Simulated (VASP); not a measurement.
# BP (F-43m) in VASP: vibrations by perturbation theory with PBE

Aim: the vibrations by perturbation theory of BP with PBE.

All numbers are computed with VASP 6.6.1; they aren't measurements. Logs are shortened: lines on timing, memory, paths and dates and some standing lists are left out, and cuts for length are marked.

**1. The cell of the first run**

Symmetry: F-43m, No. 216, cubic system. The conventional cell has a = 4.578 Å, b = 4.578 Å, c = 4.578 Å, α = 90.00°, β = 90.00°, γ = 90.00°. B (site symmetry -43m) has 4 P at 1.98 Å within 2.6 Å. Within 2.6 Å of P (site symmetry -43m) lie 4 B at 1.98 Å.

**2. Vibrations by perturbation theory, PBE (12.00 Å³/atom)**

File INCAR:

```
SYSTEM = BP
PREC     = Accurate       ! precision mode
ENCUT    = 500            ! plane-wave cutoff, eV
EDIFF    = 1E-8           ! SCF threshold, eV
ISMEAR   = 0              ! smearing method
SIGMA    = 0.01           ! smearing width, eV
LREAL    = .False.        ! projectors in reciprocal space
LASPH    = .True.         ! aspherical terms in the spheres
NELM     = 120            ! most SCF steps
ALGO     = Normal         ! electronic algorithm
ISIF     = 2              ! what is computed and relaxed
LWAVE    = .False.        ! write WAVECAR
LCHARG   = .True.         ! write CHGCAR
GGA      = PE             ! functional
NBANDS   = 11             ! bands
IBRION   = 8              ! ionic algorithm
NSW      = 1              ! ionic steps
LEPSILON = .True.         ! dielectric tensor by DFPT
GGA_COMPAT= .False.
```

File KPOINTS:

```
Automatic mesh
0
Gamma
  10 10 10
  0 0 0
```

File POSCAR:

```
BP
1.0
    0.0000000000      2.2891962987      2.2891962987
    2.2891962987      0.0000000000      2.2891962987
    2.2891962987      2.2891962987      0.0000000000
B P
1 1
Direct
    0.0000000000      0.0000000000      0.0000000000
    0.2500000000      0.2500000000      0.2500000000
```

Potentials or basis: VASP PAW PBE potentials, release 64 (B, P).

The run is started by

```bash
$ cat potpaw_PBE.64/B/POTCAR potpaw_PBE.64/P/POTCAR > POTCAR
$ mpirun -np 1 vasp_std > vasp.out
```

OUTCAR:

```text
SYSTEM = BP
   PREC = Accurate
   ENCUT = 500
   EDIFF = 1E-8
   ISMEAR = 0
   LREAL = .False.
   LASPH = .True.
   NELM = 120
   ISIF = 2
   GGA = PE
   IBRION = 8
   NSW = 1
   LEPSILON = .True.

 ion  position               nearest neighbor table
   1  0.000  0.000  0.000-   2 1.98   2 1.98   2 1.98   2 1.98
   2  0.250  0.250  0.250-   1 1.98   1 1.98   1 1.98   1 1.98

  LATTYP: Found a face centered cubic cell.
 ALAT       =     4.5783925974

  Lattice vectors:

 A1 = (   0.0000000000,   2.2891962987,   2.2891962987)
 A2 = (   2.2891962987,   0.0000000000,   2.2891962987)
 A3 = (   2.2891962987,   2.2891962987,   0.0000000000)

Analysis of symmetry for initial positions (statically):
=====================================================================
 Subroutine PRICEL returns:
 Original cell was already a primitive cell.

 Routine SETGRP: Setting up the symmetry group for a
 face centered cubic supercell.

 Subroutine GETGRP returns: Found 24 space group operations
 (whereof 24 operations were pure point group operations)
 out of a pool of 48 trial point group operations.

The static configuration has the point symmetry T_d .

Analysis of symmetry for dynamics (positions and initial velocities):
=====================================================================
 Subroutine PRICEL returns:
 Original cell was already a primitive cell.

 Routine SETGRP: Setting up the symmetry group for a
 face centered cubic supercell.

 Subroutine GETGRP returns: Found 24 space group operations
 (whereof 24 operations were pure point group operations)
 out of a pool of 48 trial point group operations.

The dynamic configuration has the point symmetry T_d .

 Subroutine INISYM returns: Found 24 space group operations
 (whereof 24 operations are pure point group operations),
 and found     1 'primitive' translations

----------------------------------------------------------------------------------------

                                     Primitive cell

  volume of cell :      23.9927

  direct lattice vectors                    reciprocal lattice vectors
     0.000000000  2.289196299  2.289196299    -0.218417267  0.218417267  0.218417267
     2.289196299  0.000000000  2.289196299     0.218417267 -0.218417267  0.218417267
     2.289196299  2.289196299  0.000000000     0.218417267  0.218417267 -0.218417267

  length of vectors
     3.237412453  3.237412453  3.237412453     0.378309804  0.378309804  0.378309804

  position of ions in fractional coordinates (direct lattice)
     0.000000000  0.000000000  0.000000000
     0.250000000  0.250000000  0.250000000

  ion indices of the primitive-cell ions
   primitive index   ion index
                 1           1
                 2           2

----------------------------------------------------------------------------------------

 KPOINTS: Automatic mesh

Automatic generation of k-mesh.
 Grid dimensions read from file:
 generate k-points for:   10   10   10

 Generating k-lattice:

  Cartesian coordinates                     Fractional coordinates (reciprocal lattice)
    -0.021841727  0.021841727  0.021841727     0.100000000  0.000000000  0.000000000
     0.021841727 -0.021841727  0.021841727     0.000000000  0.100000000  0.000000000
     0.021841727  0.021841727 -0.021841727     0.000000000  0.000000000  0.100000000

  Length of vectors
     0.037830980  0.037830980  0.037830980

  Shift w.r.t. Gamma in fractional coordinates (k-lattice)
     0.000000000  0.000000000  0.000000000

 Subroutine IBZKPT returns following result:
[... 453 lines left out ...]
 POSITION                                       TOTAL-FORCE (eV/Angst)
 -----------------------------------------------------------------------------------
      0.00000      0.00000      0.00000         0.000000      0.000000      0.000000
      1.14460      1.14460      1.14460        -0.000000     -0.000000     -0.000000
 -----------------------------------------------------------------------------------
    total drift:                                0.000000      0.000000      0.000000

  FREE ENERGIE OF THE ION-ELECTRON SYSTEM (eV)
  ---------------------------------------------------
  free  energy   TOTEN  =       -12.9255723304 eV

  energy  without entropy=      -12.9255723304  energy(sigma->0) =      -12.92557233

 HEAD OF MICROSCOPIC STATIC DIELECTRIC TENSOR (INDEPENDENT PARTICLE, excluding Hartree and local field effects)
 ------------------------------------------------------
           9.634910     0.000000    -0.000000
           0.000000     9.634910    -0.000000
           0.000000     0.000000     9.634910
 ------------------------------------------------------

 Free energy of the ion-electron system (eV)
  ---------------------------------------------------
  ---------------------------------------------------
  free energy    TOTEN  =        -0.58902313 eV

  energy without entropy =       -0.58902313

------------------------ aborting loop because EDIFF is reached ----------------------------------------

--------------------------------------- Ionic step        2  -------------------------------------------

------------------------ aborting loop because EDIFF is reached ----------------------------------------

--------------------------------------- Ionic step        3  -------------------------------------------

------------------------ aborting loop because EDIFF is reached ----------------------------------------

 PIEZOELECTRIC TENSOR FIELD DIRECTION 3  (e Angst)
 -----------------------------------------------------------------------------
    -0.00057  0.10965  0.00000           ( -0.00000  0.07688  0.00000)
     0.10965 -0.00057  0.00000           (  0.07688 -0.00000  0.00000)
     0.00000  0.00000  0.00002           (  0.00000  0.00000 -0.00000)

 PIEZOELECTRIC TENSOR FIELD DIRECTION 3  (C/m^2)
 -----------------------------------------------------------------------------
    -0.00038  0.07322  0.00000
     0.07322 -0.00038  0.00000
     0.00000  0.00000  0.00001

--------------------------------------- Ionic step        4  -------------------------------------------

------------------------ aborting loop because EDIFF is reached ----------------------------------------

[... ionic steps 5 to 6 ...]

--------------------------------------- Ionic step        7  -------------------------------------------

 Free energy of the ion-electron system (eV)
  ---------------------------------------------------
  ---------------------------------------------------
  free energy    TOTEN  =        -0.04106924 eV

  energy without entropy =       -0.04106924

------------------------ aborting loop because EDIFF is reached ----------------------------------------

 INTERNAL STRAIN TENSOR  FOR ION    2  DIRECTION 1   (eV/Angst):
 -----------------------------------------------------------------------------
     0.00538  0.00000  0.00000
     0.00000  0.00012 -5.66054
     0.00000 -5.66054  0.00012

 MACROSCOPIC STATIC DIELECTRIC TENSOR (including local field effects in DFT)
 ------------------------------------------------------
           9.285313    -0.000000     0.000000
           0.000000     9.285313     0.000000
          -0.000000    -0.000000     9.285313
 ------------------------------------------------------

 PIEZOELECTRIC TENSOR (including local field effects)  for field in x, y, z        (e  Angst)
          XX          YY          ZZ          XY          YZ          ZX
  --------------------------------------------------------------------------------
  x     0.00000    -0.00000    -0.00000     0.00000     0.10542     0.00000
  y     0.00000     0.00000    -0.00000    -0.00000     0.00000     0.10542
  z    -0.00000     0.00000     0.00000     0.10542    -0.00000     0.00000

 PIEZOELECTRIC TENSOR (including local field effects)  for field in x, y, z        (C/m^2)
          XX          YY          ZZ          XY          YZ          ZX
  --------------------------------------------------------------------------------
  x     0.00000    -0.00000    -0.00000     0.00000     0.07040     0.00000
  y     0.00000     0.00000    -0.00000    -0.00000     0.00000     0.07040
  z    -0.00000     0.00000     0.00000     0.07040    -0.00000     0.00000

 BORN EFFECTIVE CHARGES (including local field effects) (in |e|, cummulative output)
 ---------------------------------------------------------------------------------
 ion    1
    1    -0.41061     0.00000     0.00000
    2     0.00000    -0.41061     0.00000
    3     0.00000     0.00000    -0.41061
 ion    2
    1     0.41061     0.00000     0.00000
    2     0.00000     0.41061     0.00000
    3     0.00000     0.00000     0.41061

 INTERNAL STRAIN TENSOR FOR ION    2 for displacements in x,y,z  (eV/Angst):
          X           Y           Z          XY          YZ          ZX
  --------------------------------------------------------------------------------
  x     0.00000     0.00000     0.00000     0.00000    -5.66054     0.00000
  y     0.00000     0.00000     0.00000     0.00000     0.00000    -5.66054
  z     0.00000     0.00000     0.00000    -5.66054     0.00000     0.00000

 SECOND DERIVATIVES (NOT SYMMETRIZED)
 ------------------------------------
               1X          1Y          1Z          2X          2Y          2Z
  1X   -18.056265    0.000000    0.000000   18.056265    0.000000    0.000000
  1Y     0.000000  -18.056265    0.000000    0.000000   18.056265    0.000000
  1Z     0.000000    0.000000  -18.056265    0.000000    0.000000   18.056265
  2X    18.054229    0.000000    0.000000  -18.054229    0.000000    0.000000
  2Y     0.000000   18.054229    0.000000    0.000000  -18.054229    0.000000
  2Z     0.000000    0.000000   18.054229    0.000000    0.000000  -18.054229

 Eigenvectors and eigenvalues of the dynamical matrix
 ----------------------------------------------------

   1 f  =   23.465887 THz   147.440514 2PiTHz  782.737723 cm-1    97.047065 meV
             X         Y         Z           dx          dy          dz
      0.000000  0.000000  0.000000    -0.860983    0.000000    0.000000
      1.144598  1.144598  1.144598     0.508633    0.000000    0.000000
[... 21 lines left out ...]
   6 f/i=    0.000579 THz     0.003641 2PiTHz    0.019327 cm-1     0.002396 meV
             X         Y         Z           dx          dy          dz
      0.000000  0.000000  0.000000     0.000000    0.125440    0.492922
      1.144598  1.144598  1.144598     0.000000    0.212337    0.834389

--------------------------------------------------------------------------------------------------------

 MACROSCOPIC STATIC DIELECTRIC TENSOR IONIC CONTRIBUTION
 ------------------------------------------------------
           0.070426     0.000000     0.000000
           0.000000     0.070426     0.000000
           0.000000     0.000000     0.070426
 ------------------------------------------------------

 ELASTIC MODULI CONTR FROM IONIC RELAXATION (kBar)
 Direction    XX          YY          ZZ          XY          YZ          ZX
 --------------------------------------------------------------------------------
 XX          -0.0000     -0.0000     -0.0000      0.0000     -0.0000     -0.0000
 YY          -0.0000     -0.0000     -0.0000      0.0000      0.0000     -0.0000
 ZZ          -0.0000     -0.0000     -0.0000     -0.0000      0.0000     -0.0000
 XY           0.0000      0.0000     -0.0000   -127.0881      0.0000      0.0000
 YZ          -0.0000      0.0000      0.0000      0.0000   -127.0881      0.0000
 ZX          -0.0000     -0.0000     -0.0000      0.0000      0.0000   -127.0881
 --------------------------------------------------------------------------------

 PIEZOELECTRIC TENSOR IONIC CONTR  for field in x, y, z        (C/m^2)
          XX          YY          ZZ          XY          YZ          ZX
  --------------------------------------------------------------------------------
  x    -0.00000     0.00000     0.00000     0.00000    -0.08902     0.00000
  y    -0.00000    -0.00000    -0.00000     0.00000     0.00000    -0.08902
  z     0.00000     0.00000    -0.00000    -0.08902     0.00000     0.00000
```

Run time: 4.4 min. Hardware: 1 thread of Intel Xeon 8259CL, shared host; peak memory 0.23 GiB.

Results:

| Quantity | Value |
| --- | --- |
| Electronic dielectric tensor (diagonal) | 9.29 |
| Born charges (mean of the diagonal) | B -0.41; P +0.41 e |
| Highest phonon frequency at Γ, LO-TO splitting left out | 783 cm⁻¹ |

Phonon frequencies in cm⁻¹ (negative: imaginary):
| q point | frequencies |
| --- | --- |
| (0.000, 0.000, 0.000) | 0 0 0 783 783 783 |

Electronic dielectric tensor:
```
9.29 0.00 0.00
0.00 9.29 0.00
0.00 0.00 9.29
```

Born effective charge tensors (e):
atom 1, B
```
-0.41  0.00  0.00
 0.00 -0.41  0.00
 0.00  0.00 -0.41
```
atom 2, P
```
0.41 0.00 0.00
0.00 0.41 0.00
0.00 0.00 0.41
```

Caveat: the cell stands under pressure or tension, which shifts response properties.
